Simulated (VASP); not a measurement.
# BN (sol2) (P6_3mc) in VASP: notebook

BN (sol2) is run at these levels: PBEsol; tasks: relaxation of the atoms.

Everything below comes from runs of VASP 6.6.1. Logs are shortened: lines on timing, memory, paths and dates and some standing lists are left out, and cuts for length are marked.

## Step 1: The cell of the first run

Symmetry: P6_3mc, No. 186, hexagonal system. Conventional cell: a = 2.502 Å, b = 2.502 Å, c = 4.114 Å, α = 90.00°, β = 90.00°, γ = 120.00°. Within 2.0 Å of B (site symmetry 3m) lie 4 N at 1.54 Å. Within 2.0 Å of N (site symmetry 3m) lie 4 B at 1.54 Å.

## Step 2: Relaxation of the atoms, PBEsol (strained cell)

Contents of INCAR:

```
PREC     = Accurate       # precision mode
ENCUT    = 520            # plane-wave cutoff, eV
EDIFF    = 1E-7           # SCF threshold, eV
ISMEAR   = 0              # smearing method
SIGMA    = 0.02           # smearing width, eV
LREAL    = False          # projectors in reciprocal space
LASPH    = True           # aspherical terms in the spheres
NELM     = 80             # most SCF steps
ALGO     = Normal         # electronic algorithm
ISIF     = 2              # what is computed and relaxed
LWAVE    = False          # write WAVECAR
LCHARG   = False          # write CHGCAR
GGA      = PS             # functional
IBRION   = 2              # ionic algorithm
NSW      = 60             # ionic steps
EDIFFG   = -0.002         # ionic threshold
```

Contents of KPOINTS:

```
Automatic mesh
0
Gamma
  9 9 6
```

Contents of POSCAR:

```
BN
1.0
    2.5024521521      0.0000000000      0.0000000000
   -1.2512260761      2.1671871355      0.0000000000
    0.0000000000      0.0000000000      4.1143985808
B N
2 2
Direct
    0.3333333333      0.6666666667      0.0000524645
    0.6666666667      0.3333333333      0.5000524645
    0.3333333333      0.6666666667      0.3739475355
    0.6666666667      0.3333333333      0.8739475355
```

Potentials or basis: VASP PAW PBE potentials, release 64 (B, N).

Started as:

```bash
cat potpaw_PBE.64/B/POTCAR potpaw_PBE.64/N/POTCAR > POTCAR
mpirun -np 1 vasp_std > vasp.out
```

OUTCAR:

```text
PREC = Accurate
   ENCUT = 520
   EDIFF = 1E-7
   ISMEAR = 0
   LREAL = False
   LASPH = True
   NELM = 80
   ISIF = 2
   GGA = PS
   IBRION = 2
   NSW = 60
   EDIFFG = -0.002

 ion  position               nearest neighbor table
   1  0.333  0.667  0.000-   4 1.54   4 1.54   4 1.54   3 1.54
   2  0.667  0.333  0.500-   3 1.54   3 1.54   3 1.54   4 1.54
   3  0.333  0.667  0.374-   2 1.54   2 1.54   2 1.54   1 1.54
   4  0.667  0.333  0.874-   1 1.54   1 1.54   1 1.54   2 1.54

  LATTYP: Found a hexagonal cell.
 ALAT       =     2.5024521521
 C/A-ratio  =     1.6441467532

  Lattice vectors:

 A1 = (   2.5024521521,   0.0000000000,   0.0000000000)
 A2 = (  -1.2512260761,   2.1671871355,   0.0000000000)
 A3 = (   0.0000000000,   0.0000000000,   4.1143985808)

Analysis of symmetry for initial positions (statically):
=====================================================================
 Subroutine PRICEL returns:
 Original cell was already a primitive cell.

 Routine SETGRP: Setting up the symmetry group for a
 hexagonal supercell.

 Subroutine GETGRP returns: Found 12 space group operations
 (whereof  6 operations were pure point group operations)
 out of a pool of 24 trial point group operations.

The static configuration has the point symmetry C_3v.
 The point group associated with its full space group is C_6v.

Analysis of symmetry for dynamics (positions and initial velocities):
=====================================================================
 Subroutine PRICEL returns:
 Original cell was already a primitive cell.

 Routine SETGRP: Setting up the symmetry group for a
 hexagonal supercell.

 Subroutine GETGRP returns: Found 12 space group operations
 (whereof  6 operations were pure point group operations)
 out of a pool of 24 trial point group operations.

The dynamic configuration has the point symmetry C_3v.
 The point group associated with its full space group is C_6v.

 Subroutine INISYM returns: Found 12 space group operations
 (whereof  6 operations are pure point group operations),
 and found     1 'primitive' translations

----------------------------------------------------------------------------------------

                                     Primitive cell
[... 112 lines left out ...]
   IALGO  =     38    algorithm
   IMIX   =      4    mixing-type and parameters
     AMIX     =   0.40;   BMIX     =  1.00
     AMIX_MAG =   1.60;   BMIX_MAG =  1.00
  volume/ion in A,a.u.               =       5.58        37.64
  Fermi-wavevector in a.u.,A,eV,Ry     =   1.465296  2.769008 29.212957  2.147092
  Thomas-Fermi vector in A             =   2.581170
   LORBIT       =      0    0 simple, 1 ext, 2 COOP (PROOUT), +10 PAW based schemes
   GGA     = PS    functional components
   LHFCALC =     F    Hartree Fock is set to
   AEXX    =    0.0000 exact exchange contribution
   IVDW    =     0    specifies the selected vdW correction
   LEPSILON=     F    determine dielectric tensor
   LRPA    =     F    only Hartree local field effects (RPA)
 conjugate gradient relaxation of ions
 non-spin polarized calculation
 Gauss-broadening in eV      SIGMA  =   0.02
  energy-cutoff  :      520.00
  volume of cell :       22.31
 maximum number of plane-waves:       616
 NGX is ok and might be reduce to    20
   NGX =  9   NGY =  9   NGZ = 15

--------------------------------------- Ionic step        1  -------------------------------------------

 number of electron      15.9999999 magnetization

 Free energy of the ion-electron system (eV)
  ---------------------------------------------------
  ext. energy  EPLUGINS =         0.00000000
  ---------------------------------------------------
  free energy    TOTEN  =       -36.53746147 eV

  energy without entropy =      -36.53746147  energy(sigma->0) =      -36.53746147

------------------------ aborting loop because EDIFF is reached ----------------------------------------

  FORCE on cell =-STRESS in cart. coord.  units (eV):
  Direction    XX          YY          ZZ          XY          YZ          ZX
  --------------------------------------------------------------------------------------
  -------------------------------------------------------------------------------------
  Total        2.8425279      2.8425279      3.8827051     -0.0000000      0.0000000     -0.0000000
  in kB      204.1017625    204.1017625    278.7895080     -0.0000000      0.0000000     -0.0000000
  external PRESSURE =     228.9976777 kB  Pullay stress =       0.0000000 kB
[... 63 lines left out ...]
--------------------------------------- Ionic step        3  -------------------------------------------

 number of electron      15.9999999 magnetization

 Free energy of the ion-electron system (eV)
  ---------------------------------------------------
  ext. energy  EPLUGINS =         0.00000000
  ---------------------------------------------------
  free energy    TOTEN  =       -36.53756277 eV

  energy without entropy =      -36.53756277  energy(sigma->0) =      -36.53756277

 E-fermi :   8.3961     XC(G=0): -13.2876

 val. band max:        8.2542442280   @ k =   0.0000   0.0000   0.0000
 cond. band min:      13.1232797040   @ k =   0.3333   0.3333   0.0000
 fundamental gap:      4.8690354760
 Fermi energy:         8.3960700320

 k-point     1 :       0.0000    0.0000    0.0000
  band No.  band energies     occupation
      1     -12.8557      2.00000
      2      -8.3219      2.00000
      3      -3.3024      2.00000
      4       5.9412      2.00000
      5       5.9412      2.00000
      6       7.9682      2.00000
      7       8.2542      2.00000
      8       8.2542      2.00000
      9      16.7300      0.00000
     10      16.7300      0.00000
     11      17.3129      0.00000
     12      18.3179      0.00000
[... 331 lines left out ...]
 k-point    24 :       0.3333    0.3333    0.1667
  band No.  band energies     occupation
      1      -7.1236      2.00000
      2      -7.1236      2.00000
      3      -1.4859      2.00000
      4       0.0952      2.00000
      5       0.0952      2.00000
      6       2.0197      2.00000
      7       3.3453      2.00000
      8       3.3453      2.00000
      9      13.9310      0.00000
     10      20.7854      0.00000
     11      20.7854      0.00000
     12      22.0666      0.00000

 [... further k-points ...]

------------------------ aborting loop because EDIFF is reached ----------------------------------------

  FORCE on cell =-STRESS in cart. coord.  units (eV):
  Direction    XX          YY          ZZ          XY          YZ          ZX
  --------------------------------------------------------------------------------------
  -------------------------------------------------------------------------------------
  Total        2.8548836      2.8548836      3.8622915     -0.0000000      0.0000000     -0.0000000
  in kB      204.9889381    204.9889381    277.3237539     -0.0000000      0.0000000     -0.0000000
  external PRESSURE =     229.1005434 kB  Pullay stress =       0.0000000 kB
[... 19 lines left out ...]
  FREE ENERGIE OF THE ION-ELECTRON SYSTEM (eV)
  ---------------------------------------------------
  free  energy   TOTEN  =       -36.5375627694 eV

  energy  without entropy=      -36.5375627694  energy(sigma->0) =      -36.53756277

 reached required accuracy - stopping structural energy minimisation
```

OSZICAR:

```text
N       E                     dE             d eps       ncg     rms          rms(c)
DAV:   1     0.484502836526E+02    0.48450E+02   -0.88856E+03  1152   0.131E+03
DAV:   2    -0.362635844995E+02   -0.84714E+02   -0.79913E+02  1636   0.278E+02
DAV:   3    -0.386220755782E+02   -0.23585E+01   -0.23486E+01  1536   0.461E+01
[... 19 lines left out ...]
DAV:   1    -0.365375515091E+02   -0.27233E-03   -0.26112E-02  1328   0.156E+00    0.363E-02
DAV:   2    -0.365375730332E+02   -0.21524E-04   -0.37705E-04  1412   0.196E-01    0.220E-02
DAV:   3    -0.365375630331E+02    0.10000E-04   -0.12726E-05  1480   0.410E-02    0.680E-03
DAV:   4    -0.365375627881E+02    0.24496E-06   -0.47569E-06  1448   0.205E-02    0.237E-03
DAV:   5    -0.365375627694E+02    0.18757E-07   -0.28009E-07  1228   0.561E-03
   3 F= -.36537563E+02 E0= -.36537563E+02  d E =-.101298E-03
```

CONTCAR:

```text
BN
   1.00000000000000
     2.5024521521000000    0.0000000000000000    0.0000000000000000
    -1.2512260761000000    2.1671871354999999    0.0000000000000000
     0.0000000000000000    0.0000000000000000    4.1143985807999996
  B               N
     2     2
Direct
     0.3333333332999970    0.6666666667000030    0.9998201582441425
     0.6666666667000030    0.3333333332999970    0.4998201582441424
     0.3333333332999970    0.6666666667000030    0.3741798417558599
     0.6666666667000030    0.3333333332999970    0.8741798417558598

  0.00000000E+00  0.00000000E+00  0.00000000E+00
  0.00000000E+00  0.00000000E+00  0.00000000E+00
  0.00000000E+00  0.00000000E+00  0.00000000E+00
  0.00000000E+00  0.00000000E+00  0.00000000E+00
```

Wall time 57 s (1 thread of AMD EPYC 7R13, shared host); peak memory 0.11 GiB.

Results:

| Quantity | Value |
| --- | --- |
| Free energy | -36.5376 eV |
| Energy gained by relaxing | 0.0 meV/atom |
| Ionic steps | 3 |
| Pressure after relaxing | 22.9 GPa |
| Band gap on the k mesh | 4.87 eV, indirect (least direct gap 8.42 eV) |

The path:
```tsv
step	energy change (eV)	largest force (eV/Å)	pressure (GPa)
1	0.0000	0.0531	22.90
2	0.0002	0.0883	22.93
3	-0.0001	0.0000	22.91
```

Final structure:
```xyz
4
Lattice="2.5025 0.0000 0.0000 -1.2512 2.1672 0.0000 0.0000 0.0000 4.1144" Properties=species:S:1:pos:R:3 pbc="T T T"
B     0.0000    1.4448    4.1137
B     1.2512    0.7224    2.0565
N     0.0000    1.4448    1.5395
N     1.2512    0.7224    3.5967
```

Caveat: the cell differs from its parent crystal (strained cell); the PAW data sets were made with another functional, which shifts forces and pressure a little. A k mesh can miss the band edges.

(Part 1 of 2 ends here.)
